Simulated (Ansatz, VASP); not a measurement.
**Two plane-wave programs on AlN**

Contents of INCAR:

```
PREC = Accurate ; ENCUT = 520
EDIFF = 1E-7 ; ISMEAR = 0
SIGMA = 0.05 ; LREAL = F
LASPH = T ; NELM = 100
ALGO = Normal ; ISIF = 2
LWAVE = F ; LCHARG = F
GGA = CA ; NBANDS = 26
```

Contents of KPOINTS:

```
Automatic mesh
0
Gamma
  8 8 3
```

POSCAR

```
AlN
1.0
   -3.1110021516      0.0000000000      0.0000000000
   -1.5555010758     -2.6942068945      0.0000000000
   -0.3887197188     -0.2244274343      9.9560000000
Al N
4 4
Direct
    0.2580509583      0.2580509583      0.9037500000
    0.2997009583      0.2997009583      0.4037500000
    0.6538592917      0.6538592917      0.1537500000
    0.6122092917      0.6122092917      0.6537500000
    0.3253157083      0.3253157083      0.0962500000
    0.2836657083      0.2836657083      0.5962500000
    0.6378240417      0.6378240417      0.3462500000
    0.5961740417      0.5961740417      0.8462500000
```

Input for Ansatz:

```yaml
crystal:
  lattice:
    - [-3.1110021516, 0.0, 0.0]
    - [-1.5555010758, -2.6942068945, 0.0]
    - [-0.3887197188, -0.2244274343, 9.956]
  atoms:
    - { symbol: Al, position: [0.2580509583, 0.2580509583, 0.90375] }
    - { symbol: Al, position: [0.2997009583, 0.2997009583, 0.40375] }
    - { symbol: Al, position: [0.6538592917, 0.6538592917, 0.15375] }
    - { symbol: Al, position: [0.6122092917, 0.6122092917, 0.65375] }
    - { symbol: "N", position: [0.3253157083, 0.3253157083, 0.09625] }
    - { symbol: "N", position: [0.2836657083, 0.2836657083, 0.59625] }
    - { symbol: "N", position: [0.6378240417, 0.6378240417, 0.34625] }
    - { symbol: "N", position: [0.5961740417, 0.5961740417, 0.84625] }
basis:
  ecutwfc: 420
kpoints:
  mp_grid: { grid: [8, 8, 3] }
hamiltonian:
  xc: lda
scf:
  occupations: { method: gaussian, width: 0.05 }
output:
  forces: true
  stress: true
  eigenvalues: true
```

Alike in both runs: task single point; functional LDA; k mesh 8 × 8 × 3; occupations gaussian, width 0.05 eV; no spin polarisation.

|  | VASP | Ansatz |
| --- | --- | --- |
| version | VASP 6.6.1 | Ansatz 0.2.0 |
| potentials or method | VASP PAW LDA potentials, release 64 (Al, N), cutoff 520 eV | scalar-relativistic, plane waves, PAW |
| valence electrons in the cell | 32 | 32 |

Ansatz gave:

```
gap on the k mesh at the Fermi level (eV)                     : 3.91
least direct gap on the mesh (eV)                             : 3.91
pressure (GPa)                                                : -4.6
traceless stress, the component that is largest in VASP (GPa) : 4.23
rms of the force components (eV/Å)                            : 0.295
```

**Question.** Estimate VASP's values.

**Answer.** gap on the k mesh at the Fermi level (eV): 3.92; least direct gap on the mesh (eV): 3.92; pressure (GPa): -4.1; traceless stress, the component that is largest in VASP (GPa): 4.23; rms of the force components (eV/Å): 0.296.

LDA's correlation is that of Perdew and Zunger in VASP and of Perdew and Wang (1992) in Ansatz. Atom by atom the forces differ by 0.004 eV/Å (rms over components).
